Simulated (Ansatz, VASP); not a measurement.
## Two plane-wave programs on ZnS

File INCAR:

```
  PREC = Accurate
  ENCUT = 600
  EDIFF = 1E-6
  ISMEAR = 0
  SIGMA = 0.1
  LREAL = False
  LASPH = True
  NELM = 80
  ALGO = Normal
  ISIF = 3
  LWAVE = False
  LCHARG = False
  GGA = PE
  IBRION = 2
  NSW = 90
  EDIFFG = -0.04
```

KPOINTS

```
regular mesh
0
Gamma
  6 6 6
```

POSCAR

```
ZnS
1.0
    1.5172343513      0.8759756611      4.8326723781
   -1.5172343513      0.8759756611      4.8326723781
    0.0000000000     -1.7519513222      4.8326723781
Zn S
1 1
Direct
    0.0000000000      0.0000000000      0.0000000000
    0.5000000000      0.5000000000      0.5000000000
```

Input for Ansatz:

```yaml
crystal:
  lattice:
    - [1.5172343513, 0.8759756611, 4.8326723781]
    - [-1.5172343513, 0.8759756611, 4.8326723781]
    - [0.0, -1.7519513222, 4.8326723781]
  atoms:
    - { symbol: Zn, position: [0.0, 0.0, 0.0] }
    - { symbol: S, position: [0.5, 0.5, 0.5] }
basis:
  ecutwfc: 420
kpoints:
  mp_grid: { grid: [6, 6, 6] }
hamiltonian:
  xc: pbe
scf:
  occupations: { method: gaussian, width: 0.1 }
  lower_state_search: "off"
output:
  forces: true
  stress: true
  eigenvalues: true
relax:
  adjacent_minimum: "off"
  f_tol: 0.04
  max_steps: 70
  cell: { stress_tol: 0.4 }
```

Alike in both runs: task relaxation of cell and atoms; functional PBE; k mesh 6 × 6 × 6; occupations gaussian, width 0.1 eV; no spin polarisation.

|  | VASP | Ansatz |
| --- | --- | --- |
| version | VASP 6.6.1 | Ansatz 0.2.0 |
| potentials or method | VASP PAW PBE potentials, release 64 (Zn, S), cutoff 600 eV | scalar-relativistic, plane waves, PAW |
| valence electrons in the cell | 18 | 18 |

VASP gave:

```
gap on the k mesh at the Fermi level, each at its own relaxed structure (eV) : none
relaxed volume (Å³/atom)                                                     : 16.61
relaxed cell length with the largest relative difference (Å)                 : 3.616
```

Task: What did Ansatz give for the same quantities?

Result: gap on the k mesh at the Fermi level, each at its own relaxed structure (eV): none; relaxed volume (Å³/atom): 16.60; relaxed cell length with the largest relative difference (Å): 3.613.

A gap of «none» marks a metal or a gap that the smearing closes.

The k mesh is coarse, so the values compare programs but aren't converged.
